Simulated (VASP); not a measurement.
CuO:

```
Cu O
1.0
     2.87950    0.00000    0.00000
     0.03907    2.87928    0.00000
     0.01750    0.01724    5.17634
Cu O
2 2
Direct
  0.00000 0.50000 0.00000
  0.50000 0.00000 0.50000
  0.99842 0.00167 0.74989
  0.00158 0.99833 0.25011
```

```yaml
Program: VASP 6.6.1
Task: relaxation of cell and atoms
Functional: RPBE
Potentials_or_basis: VASP PAW PBE potentials, release 64 (Cu, O)
Cutoff: 600 eV
k_mesh: 9 × 9 × 5
Occupations: fermi-dirac, width 0.05 eV
Spin: no spin polarisation
```

At the start: pressure 11.7 GPa; volume 10.73 Å³/atom.

How do energy, volume and symmetry change on relaxing?

Over 6 steps the energy falls by 31.9 meV/atom and the volume is 11.66 Å³/atom (+8.6 %); space group Cccm (No. 66, to 0.05 Å).

Step by step:
```tsv
step	energy change (eV)	largest force (eV/Å)	pressure (GPa)	volume (Å³)
1	0.0000	0.0107	11.75	42.92
2	-0.0864	0.0099	-4.61	47.99
3	-0.1129	0.0082	-0.02	46.21
4	-0.1228	0.0067	0.01	46.39
5	-0.1276	0.0052	0.04	46.60
6	-0.1276	0.0055	0.08	46.62
```

Final structure:
```
Cu O
1.0
     2.99410   -0.00178   -0.00043
     0.03884    2.99345   -0.00022
     0.01742    0.01754    5.20189
Cu O
2 2
Cartesian
  0.0194 1.4967 -0.0001
  1.5058 0.0079 2.6007
  3.0031 0.0157 3.9011
  0.0473 2.9935 1.3001
```

Caveat: the PAW data sets were made with another functional, which shifts forces and pressure a little.
